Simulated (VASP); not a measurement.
A run of VASP 6.6.1 is set up as follows.

File INCAR:

```
SYSTEM = Zr
PREC = Accurate ; ENCUT = 520
EDIFF = 1E-6 ; ISMEAR = -1
SIGMA = 0.1 ; LREAL = .False.
LASPH = .True. ; NELM = 100
ALGO = Normal ; ISIF = 2
LWAVE = .False. ; LCHARG = .True.
LELF = .True. ; LVHAR = .True.
NBANDS = 12
```

File KPOINTS:

```
Automatic mesh
0
Gamma
  14 14 14
  0 0 0
```

POSCAR

```
Zr
1.0
    2.7049763956      0.0000000000      0.0000000000
    0.0000000000      2.7049763956      0.0000000000
    0.0000000000      0.0000000000      2.7049763956
Zr
1
Direct
    0.0000000000      0.0000000000      0.0000000000
```

Potentials or basis: VASP PAW LDA potentials, release 64 (Zr_sv).

Launch:

```sh
$ cat potpaw_LDA.64/Zr_sv/POTCAR > POTCAR
$ mpirun -np 1 vasp_std > vasp.out
```

Task: Estimate the pressure.

Result: 15.2 GPa.

Task: Estimate the band gap on the k mesh.

Result: Zero (band 6 reaches 11.45 eV, above the bottom of band 7 at 8.04 eV).
